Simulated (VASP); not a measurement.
# MgO (Pm) in VASP: a series of runs

Runs on MgO. Level: LDA. Tasks: single point.

Program: VASP 6.6.1. These are calculated values, not measurements. Logs are shortened: lines on timing, memory, paths and dates and some standing lists are left out, and cuts for length are marked.

## Step 1: The cell of the first run

Symmetry: Pm, No. 6, monoclinic system. Conventional cell: a = 3.486 Å, b = 4.178 Å, c = 3.486 Å, α = 90.00°, β = 120.00°, γ = 90.00°. Within 2.6 Å of Mg (site symmetry m) lie 5 O at 1.93 to 2.09 Å. Mg (site symmetry m) has 5 O at 1.95 to 2.10 Å within 2.6 Å. O (site symmetry m) has 5 Mg at 1.95 to 2.10 Å within 2.6 Å. Within 2.6 Å of O (site symmetry m) lie 5 Mg at 1.93 to 2.09 Å.

## Step 2: Single point, LDA (all Mg atoms moved +0.087 Å, as atom 1 along Cartesian [1 1 0])

File INCAR:

```
PREC = Accurate
ENCUT = 520
EDIFF = 1E-6
ISMEAR = 0
SIGMA = 0.05
LREAL = False
LASPH = True
NELM = 60
ALGO = Normal
ISIF = 2
LWAVE = False
LCHARG = False
GGA = CA
NBANDS = 16
```

File KPOINTS:

```
regular mesh
0
Gamma
  6 6 6
```

File POSCAR:

```
MgO
1.0
    3.4863778627      0.0000000000      0.0000000000
   -1.7431889314      3.0192917963      0.0000000000
    0.0000000000      0.0000000000      4.1780412200
Mg O
2 2
Direct
    0.6946594926      0.3538255042      0.7500000000
    0.3613261593      0.6871588375      0.2500000000
    0.6666666667      0.3333333333      0.2500000000
    0.3333333333      0.6666666667      0.7500000000
```

Potentials or basis: VASP PAW LDA potentials, release 64 (Mg, O).

Started as:

```
$ cat potpaw_LDA.64/Mg/POTCAR potpaw_LDA.64/O/POTCAR > POTCAR
$ mpirun -np 1 vasp_std > vasp.out
```

OUTCAR:

```text
PREC = Accurate
   ENCUT = 520
   EDIFF = 1E-6
   ISMEAR = 0
   LREAL = False
   LASPH = True
   NELM = 60
   ISIF = 2
   GGA = CA

 ion  position               nearest neighbor table
   1  0.695  0.354  0.750-   4 1.93   4 2.04   4 2.08   3 2.09   3 2.09   2 2.90   2 2.90   2 2.90
                             2 2.90   2 2.90   2 2.90
   2  0.361  0.687  0.250-   3 1.95   3 1.99   4 2.09   4 2.09   3 2.10   1 2.90   1 2.90   1 2.90
                             1 2.90   1 2.90   1 2.90
   3  0.667  0.333  0.250-   2 1.95   2 1.99   1 2.09   1 2.09   2 2.10
   4  0.333  0.667  0.750-   1 1.93   1 2.04   1 2.08   2 2.09   2 2.09

  LATTYP: Found a hexagonal cell.
 ALAT       =     3.4863778627
 C/A-ratio  =     1.1983902447

  Lattice vectors:

 A1 = (   3.4863778627,   0.0000000000,   0.0000000000)
 A2 = (  -1.7431889314,   3.0192917963,   0.0000000000)
 A3 = (   0.0000000000,   0.0000000000,   4.1780412200)

Analysis of symmetry for initial positions (statically):
=====================================================================
 Subroutine PRICEL returns:
 Original cell was already a primitive cell.

 Routine SETGRP: Setting up the symmetry group for a
 hexagonal supercell.

 Subroutine GETGRP returns: Found  2 space group operations
 (whereof  1 operations were pure point group operations)
 out of a pool of 24 trial point group operations.

The static configuration has the point symmetry C_1 .
 The point group associated with its full space group is C_1h.

Analysis of symmetry for dynamics (positions and initial velocities):
=====================================================================
 Subroutine PRICEL returns:
 Original cell was already a primitive cell.

 Routine SETGRP: Setting up the symmetry group for a
 hexagonal supercell.

 Subroutine GETGRP returns: Found  2 space group operations
 (whereof  1 operations were pure point group operations)
 out of a pool of 24 trial point group operations.

The dynamic configuration has the point symmetry C_1 .
 The point group associated with its full space group is C_1h.

 Subroutine INISYM returns: Found  2 space group operations
 (whereof  1 operations are pure point group operations),
 and found     1 'primitive' translations

----------------------------------------------------------------------------------------

                                     Primitive cell

  volume of cell :      43.9797

  direct lattice vectors                    reciprocal lattice vectors
     3.486377863  0.000000000  0.000000000     0.286830642  0.165601748  0.000000000
    -1.743188931  3.019291796  0.000000000     0.000000000  0.331203497  0.000000000
     0.000000000  0.000000000  4.178041220     0.000000000  0.000000000  0.239346609

  length of vectors
     3.486377863  3.486377863  4.178041220     0.331203497  0.331203497  0.239346609

  position of ions in fractional coordinates (direct lattice)
     0.694659493  0.353825504  0.750000000
     0.361326159  0.687158838  0.250000000
     0.666666667  0.333333333  0.250000000
     0.333333333  0.666666667  0.750000000

  ion indices of the primitive-cell ions
   primitive index   ion index
                 1           1
                 2           2
                 3           3
                 4           4

----------------------------------------------------------------------------------------

 KPOINTS: regular mesh

Automatic generation of k-mesh.
 Grid dimensions read from file:
 generate k-points for:    6    6    6

 Generating k-lattice:

  Cartesian coordinates                     Fractional coordinates (reciprocal lattice)
     0.047805107  0.027600291  0.000000000     0.166666667  0.000000000  0.000000000
     0.000000000  0.055200583  0.000000000     0.000000000  0.166666667  0.000000000
     0.000000000  0.000000000  0.039891102     0.000000000  0.000000000  0.166666667

  Length of vectors
     0.055200583  0.055200583  0.039891102

  Shift w.r.t. Gamma in fractional coordinates (k-lattice)
     0.000000000  0.000000000  0.000000000

 Subroutine IBZKPT returns following result:
 ===========================================

 Found     80 irreducible k-points:

 Following reciprocal coordinates:
            Coordinates               Weight
  0.000000  0.000000  0.000000      1.000000
  0.166667 -0.000000  0.000000      2.000000
  0.000000  0.166667  0.000000      2.000000
 -0.166667  0.166667  0.000000      2.000000
  0.333333 -0.000000  0.000000      2.000000
  0.000000  0.333333  0.000000      2.000000
[... 16 lines left out ...]
  0.000000  0.166667  0.166667      4.000000
 -0.166667  0.166667  0.166667      4.000000
 [... further k-points ...]
   k-points           NKPTS =     80   k-points in BZ     NKDIM =     80   number of bands    NBANDS=     16
   number of dos      NEDOS =    301   number of ions     NIONS =      4
   total plane-waves  NPLWV =  25088
   dimension x,y,z NGX =    28 NGY =   28 NGZ =   32
   dimension x,y,z NGXF=    56 NGYF=   56 NGZF=   64
   ions per type =               2   2
   NGX,Y,Z   is equivalent  to a cutoff of  13.35, 13.35, 12.73 a.u.
   NGXF,Y,Z  is equivalent  to a cutoff of  26.70, 26.70, 25.47 a.u.
 SYSTEM =  unknown system
   PREC   = accura    normal or accurate (medium, high low for compatibility)
   ISTART =      0    job   : 0-new  1-cont  2-samecut
   ICHARG =      2    charge: 1-file 2-atom 10-const
   ISPIN  =      1    spin polarized calculation?
   LNONCOLLINEAR =      F non collinear calculations
   LSORBIT =      F    spin-orbit coupling
   LASPH  =      T    aspherical Exc in radial PAW
   ENCUT  =  520.0 eV  38.22 Ry    6.18 a.u.   6.48  6.48  7.77*2*pi/ulx,y,z
   NELM   =     60;   NELMIN=  2; NELMDL= -5     # of ELM steps
   EDIFF  = 0.1E-05   stopping-criterion for ELM
   LREAL  =      F    real-space projection
   EDIFFG = 0.1E-04   stopping-criterion for IOM
   NSW    =      0    number of steps for IOM
   IBRION =     -1    ionic relax: 0-MD 1-quasi-New 2-CG
   NFREE  =      0    steps in history (QN), initial steepest desc. (CG)
   ISIF   =      2    stress and relaxation
   ISYM   =      2    0-nonsym 1-usesym 2-fastsym
   POTIM  = 0.5000    time-step for ionic-motion
   TEBEG  =    0.0;   TEEND  =   0.0 temperature during run
   PSTRESS=    0.0 pullay stress
   NELECT =      16.0000    total number of electrons
   NUPDOWN=      -1.0000    fix difference up-down
   EMIN   =  10.00;   EMAX   =-10.00  energy-range for DOS
   EFERMI =   0.00;   METHOD = LEGACY
   ISMEAR =     0;   SIGMA  =   0.05  broadening in eV -4-tet -1-fermi 0-gaus
   EFERMI_NEDOS =   21; number of points for ismear=-14 and -15
   IALGO  =     38    algorithm
   IMIX   =      4    mixing-type and parameters
     AMIX     =   0.40;   BMIX     =  1.00
     AMIX_MAG =   1.60;   BMIX_MAG =  1.00
  volume/ion in A,a.u.               =      10.99        74.20
  Fermi-wavevector in a.u.,A,eV,Ry     =   1.168685  2.208494 18.583167  1.365824
  Thomas-Fermi vector in A             =   2.305168
   LORBIT       =      0    0 simple, 1 ext, 2 COOP (PROOUT), +10 PAW based schemes
   GGA     = CA    functional components
   LHFCALC =     F    Hartree Fock is set to
   AEXX    =    0.0000 exact exchange contribution
   IVDW    =     0    specifies the selected vdW correction
   LEPSILON=     F    determine dielectric tensor
   LRPA    =     F    only Hartree local field effects (RPA)
 non-spin polarized calculation
 Gauss-broadening in eV      SIGMA  =   0.05
  energy-cutoff  :      520.00
  volume of cell :       43.98
 maximum number of plane-waves:      1204
 NGX is ok and might be reduce to    28
   NGX = 13   NGY = 13   NGZ = 15

 number of electron      15.9999999 magnetization

 Free energy of the ion-electron system (eV)
  ---------------------------------------------------
  ext. energy  EPLUGINS =         0.00000000
  ---------------------------------------------------
  free energy    TOTEN  =       -26.43057489 eV

  energy without entropy =      -26.43057489  energy(sigma->0) =      -26.43057489

 E-fermi :   1.9008     XC(G=0): -10.6002

 val. band max:        1.6747661197   @ k =   0.0000   0.0000   0.0000
 cond. band min:       5.0021235204   @ k =   0.0000   0.0000   0.0000
 fundamental gap:      3.3273574006
 Fermi energy:         1.9007807870

 k-point     1 :       0.0000    0.0000    0.0000
  band No.  band energies     occupation
      1     -14.9802      2.00000
      2     -13.5079      2.00000
      3      -2.0242      2.00000
      4      -0.0871      2.00000
      5      -0.0804      2.00000
      6       0.8719      2.00000
[... 8 lines left out ...]
     15      17.0375      0.00000
     16      17.0687      0.00000

 k-point     2 :       0.1667   -0.0000    0.0000
  band No.  band energies     occupation
      1     -14.8403      2.00000
      2     -13.5339      2.00000
      3      -1.8079      2.00000
      4      -0.5373      2.00000
      5      -0.2811      2.00000
      6       0.3262      2.00000
[... 8 lines left out ...]
     15      16.0484      0.00000
     16      16.2839      0.00000

 k-point     3 :       0.0000    0.1667    0.0000
  band No.  band energies     occupation
      1     -14.8402      2.00000
      2     -13.5338      2.00000
      3      -1.8079      2.00000
      4      -0.5460      2.00000
      5      -0.2712      2.00000
      6       0.3258      2.00000
[... 8 lines left out ...]
     15      16.0181      0.00000
     16      16.2898      0.00000

 k-point     4 :      -0.1667    0.1667    0.0000
  band No.  band energies     occupation
      1     -14.8401      2.00000
      2     -13.5336      2.00000
      3      -1.8079      2.00000
      4      -0.5540      2.00000
      5      -0.2620      2.00000
      6       0.3256      2.00000
[... 8 lines left out ...]
     15      15.9949      0.00000
     16      16.2971      0.00000

 k-point     5 :       0.3333   -0.0000    0.0000
  band No.  band energies     occupation
      1     -14.4982      2.00000
      2     -13.6424      2.00000
      3      -1.5100      2.00000
      4      -1.2318      2.00000
      5      -0.5794      2.00000
      6      -0.1565      2.00000
[... 8 lines left out ...]
     15      15.5275      0.00000
     16      16.1338      0.00000

 k-point     6 :       0.0000    0.3333    0.0000
  band No.  band energies     occupation
      1     -14.4979      2.00000
      2     -13.6419      2.00000
      3      -1.5155      2.00000
      4      -1.2317      2.00000
      5      -0.5723      2.00000
      6      -0.1564      2.00000
[... 8 lines left out ...]
     15      15.5419      0.00000
     16      16.1297      0.00000
[... 267 lines left out ...]
 k-point    21 :       0.0000    0.0000    0.1667
  band No.  band energies     occupation
      1     -14.8844      2.00000
      2     -13.6079      2.00000
      3      -1.8955      2.00000
      4      -0.0296      2.00000
      5      -0.0226      2.00000
      6       0.7985      2.00000
[... 8 lines left out ...]
     15      16.3661      0.00000
     16      17.6184      0.00000

 k-point    22 :       0.1667   -0.0000    0.1667
  band No.  band energies     occupation
      1     -14.7514      2.00000
      2     -13.6175      2.00000
      3      -1.8038      2.00000
      4      -0.4169      2.00000
      5      -0.2071      2.00000
      6       0.1001      2.00000
[... 8 lines left out ...]
     15      15.9595      0.00000
     16      16.7692      0.00000

 k-point    23 :       0.0000    0.1667    0.1667
  band No.  band energies     occupation
      1     -14.7513      2.00000
      2     -13.6174      2.00000
      3      -1.8038      2.00000
      4      -0.4291      2.00000
      5      -0.1923      2.00000
      6       0.0994      2.00000
[... 8 lines left out ...]
     15      16.0075      0.00000
     16      16.7571      0.00000

 k-point    24 :      -0.1667    0.1667    0.1667
  band No.  band energies     occupation
      1     -14.7512      2.00000
      2     -13.6172      2.00000
      3      -1.8037      2.00000
      4      -0.4398      2.00000
      5      -0.1789      2.00000
      6       0.0989      2.00000
[... 8 lines left out ...]
     15      16.0407      0.00000
     16      16.7452      0.00000

 [... further k-points ...]

------------------------ aborting loop because EDIFF is reached ----------------------------------------

  FORCE on cell =-STRESS in cart. coord.  units (eV):
  Direction    XX          YY          ZZ          XY          YZ          ZX
  --------------------------------------------------------------------------------------
  -------------------------------------------------------------------------------------
  Total       -1.2702032     -1.2740748     -1.6237002      0.1198126      0.0000000      0.0000000
  in kB      -46.2734134    -46.4144544    -59.1512833      4.3647660      0.0000000      0.0000000
  external PRESSURE =     -50.6130504 kB  Pullay stress =       0.0000000 kB

 VOLUME and BASIS-vectors are now :
 -----------------------------------------------------------------------------
  energy-cutoff  :      520.00
  volume of cell :       43.98
      direct lattice vectors                 reciprocal lattice vectors
     3.486377863  0.000000000  0.000000000     0.286830642  0.165601748  0.000000000
    -1.743188931  3.019291796  0.000000000     0.000000000  0.331203497  0.000000000
     0.000000000  0.000000000  4.178041220     0.000000000  0.000000000  0.239346609

 POSITION                                       TOTAL-FORCE (eV/Angst)
 -----------------------------------------------------------------------------------
      1.80506      1.06830      3.13353        -0.654431     -0.541247      0.000000
      0.06187      2.07473      1.04451        -0.427434     -0.540425      0.000000
      1.74319      1.00643      1.04451         0.425362      0.540399      0.000000
     -0.00000      2.01286      3.13353         0.656503      0.541273      0.000000
 -----------------------------------------------------------------------------------
    total drift:                                0.000405      0.000404     -0.000000

  FREE ENERGIE OF THE ION-ELECTRON SYSTEM (eV)
  ---------------------------------------------------
  free  energy   TOTEN  =       -26.4305748913 eV

  energy  without entropy=      -26.4305748913  energy(sigma->0) =      -26.43057489
```

Wall time 34 s (1 thread of Intel Xeon Platinum 8259CL at 2.50GHz (Skylake/Cascade Lake), shared host); peak memory 0.18 GiB.

Results:

```yaml
Free_energy: -26.4306 eV
Pressure: -5.1 GPa
Largest_force: 0.851 eV/Å
Band_gap_on_the_k_mesh: 3.33 eV, direct
```

Forces in eV/Å, atoms in the order of the input:
```
Mg  -0.654 -0.541  0.000
Mg  -0.427 -0.540  0.000
O    0.425  0.540  0.000
O    0.657  0.541  0.000
```

Stress tensor (GPa, compression positive):
```
-4.63  0.44  0.00
 0.44 -4.64  0.00
 0.00  0.00 -5.92
```

Levels at points of the mesh, in eV from the valence-band top:
```
           k point  band 5  band 6  band 7  band 8  band 9  band 10  band 11  band 12
(0.00, 0.00, 0.00)   -1.76   -0.80   -0.80    0.00    3.33     9.21    12.06    12.26
(0.50, 0.00, 0.00)   -2.38   -1.99   -1.32   -0.52    6.81     8.92     9.67    11.80
(0.00, 0.50, 0.00)   -2.37   -1.99   -1.32   -0.52    6.81     8.90     9.65    11.80
(0.50, 0.50, 0.00)   -2.37   -1.99   -1.32   -0.52    6.81     8.89     9.64    11.79
(0.00, 0.00, 0.50)   -1.38   -1.37   -1.22   -1.21    6.33     6.33    12.56    12.56
(0.50, 0.00, 0.50)   -1.64   -1.48   -0.84   -0.81    7.10     7.18    11.63    11.89
(0.00, 0.50, 0.50)   -1.62   -1.50   -0.84   -0.81    7.11     7.17    11.66    11.85
(0.50, 0.50, 0.50)   -1.58   -1.54   -0.83   -0.82    7.13     7.15    11.72    11.79
```

Caveat: the cell differs from its parent crystal (all Mg atoms moved +0.087 Å, as atom 1 along Cartesian [1 1 0]).

## Step 3: Single point, LDA (all Mg atoms moved +0.062 Å, as atom 1 along Cartesian [1 1 0])

File INCAR:

```
  PREC = Accurate
  ENCUT = 520
  EDIFF = 1E-6
  ISMEAR = 0
  SIGMA = 0.05
  LREAL = False
  LASPH = True
  NELM = 60
  ALGO = Normal
  ISIF = 2
  LWAVE = False
  LCHARG = True
  LELF = True
  LVHAR = True
  NBANDS = 16
```

File KPOINTS:

```
Automatic mesh
0
Gamma
  6 6 6
```

Changes to POSCAR since step 2:

```diff
@@ -8,4 +8,4 @@
 Direct
-    0.6946594926      0.3538255042      0.7500000000
-    0.3613261593      0.6871588375      0.2500000000
+    0.6866615424      0.3479705982      0.7500000000
+    0.3533282090      0.6813039316      0.2500000000
     0.6666666667      0.3333333333      0.2500000000
```

Potentials or basis: VASP PAW LDA potentials, release 64 (Mg, O).

Started as:

```
$ cat potpaw_LDA.64/Mg/POTCAR potpaw_LDA.64/O/POTCAR > POTCAR
$ mpirun -np 1 vasp_std > vasp.out
```

Run time: 36 s. Hardware: 1 thread of Intel Xeon Platinum 8259CL at 2.50GHz (Skylake/Cascade Lake), shared host; peak memory 0.17 GiB.

The run converged. Its results:

- Free energy: -26.4632 eV
- Pressure: -5.4 GPa
- Largest force: 0.583 eV/Å
- Band gap on the k mesh: 3.33 eV, direct

Forces on the atoms (eV/Å):
```
Mg  -0.440 -0.382  0.000
Mg  -0.325 -0.382  0.000
O    0.324  0.382  0.000
O    0.441  0.382  0.000
```

Stress tensor (GPa, compression positive):
```
-5.18  0.22  0.00
 0.22 -5.18  0.00
 0.00  0.00 -5.85
```

Levels at points of the mesh, in eV from the valence-band top:
```csv
k point,band 5,band 6,band 7,band 8,band 9,band 10,band 11,band 12
"(0.00, 0.00, 0.00)",-1.76,-0.81,-0.81,0.00,3.33,9.22,12.06,12.26
"(0.50, 0.00, 0.00)",-2.38,-1.99,-1.32,-0.52,6.82,8.92,9.67,11.83
"(0.00, 0.50, 0.00)",-2.38,-1.99,-1.32,-0.52,6.82,8.91,9.66,11.82
"(0.50, 0.50, 0.00)",-2.37,-1.99,-1.32,-0.52,6.82,8.91,9.65,11.82
"(0.00, 0.00, 0.50)",-1.36,-1.36,-1.25,-1.24,6.34,6.34,12.58,12.58
"(0.50, 0.00, 0.50)",-1.62,-1.50,-0.84,-0.82,7.12,7.17,11.67,11.86
"(0.00, 0.50, 0.50)",-1.61,-1.52,-0.84,-0.82,7.12,7.17,11.69,11.83
"(0.50, 0.50, 0.50)",-1.58,-1.55,-0.83,-0.82,7.14,7.15,11.74,11.79
```

Caveat: the cell differs from its parent crystal (all Mg atoms moved +0.062 Å, as atom 1 along Cartesian [1 1 0]).

[end of part 1 of 2]
